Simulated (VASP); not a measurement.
**VN: electric field gradients with PBE**

VN:

```
V N
1.0
     0.00000    2.09116    2.09116
     2.09116    0.00000    2.09116
     2.09116    2.09116    0.00000
V N
1 1
Direct
  0.00000 0.00000 0.00000
  0.50000 0.50000 0.50000
```

* Program: VASP 6.6.1
* Task: electric field gradients
* Functional: PBE
* Potentials or basis: VASP PAW PBE potentials, release 64 (V_sv, N)
* Cutoff: 520 eV
* k mesh: 14 × 14 × 14
* Occupations: fermi-dirac, width 0.08 eV
* Spin: collinear spin, ferromagnetic start
* Starting moments: [1.5, 0.0] μB
* Dipole correction: no
* Further INCAR settings: ALGO = Normal; EDIFF = 1e-08; NBANDS = 20

| Quantity | Value |
| --- | --- |
| Pressure | -12.6 GPa |
| Band gap on the k mesh | zero (filled and empty bands overlap) |
| Net moment | 0.00 μB per cell |
| Largest electric field gradient by atom | under 0.05 V/Å² on every atom |
| Valence electrons inside the program's atomic spheres | V 11.57; N 3.73 |

Levels at points of the mesh, in eV from the Fermi level:
Spin up:
| k point | band 5 | band 6 | band 7 | band 8 | band 9 | band 10 | band 11 | band 12 | band 13 | band 14 |
| --- | --- | --- | --- | --- | --- | --- | --- | --- | --- | --- |
| (0.00, 0.00, 0.00) | -17.62 | -2.13 | -2.13 | -2.13 | -1.42 | -1.42 | -1.42 | -0.43 | -0.43 | 5.49 |
| (0.50, 0.00, 0.00) | -15.09 | -8.54 | -5.79 | -5.79 | 0.55 | 0.55 | 1.36 | 4.72 | 4.72 | 6.08 |
| (0.50, 0.50, 0.00) | -15.87 | -6.46 | -3.56 | -3.53 | -3.53 | 0.48 | 1.13 | 1.13 | 2.44 | 9.88 |
Spin down:
```tsv
k point	band 6	band 7	band 8	band 9	band 10	band 11	band 12	band 13
(0.00, 0.00, 0.00)	-2.13	-2.13	-2.13	-1.42	-1.42	-1.42	-0.43	-0.43
(0.50, 0.00, 0.00)	-8.54	-5.79	-5.79	0.55	0.55	1.36	4.72	4.72
(0.50, 0.50, 0.00)	-6.46	-3.56	-3.53	-3.53	0.48	1.13	1.13	2.44
```

It took 56 s on 1 thread of Intel Xeon 8259CL, with other jobs on the host, peak memory 0.19 GiB.

Caveat: the cell stands under tension; the moments typed at the start vanished in this run. With open d or f shells a metallic result of PBE can be an artefact of self-interaction; +U or a hybrid may open a gap.
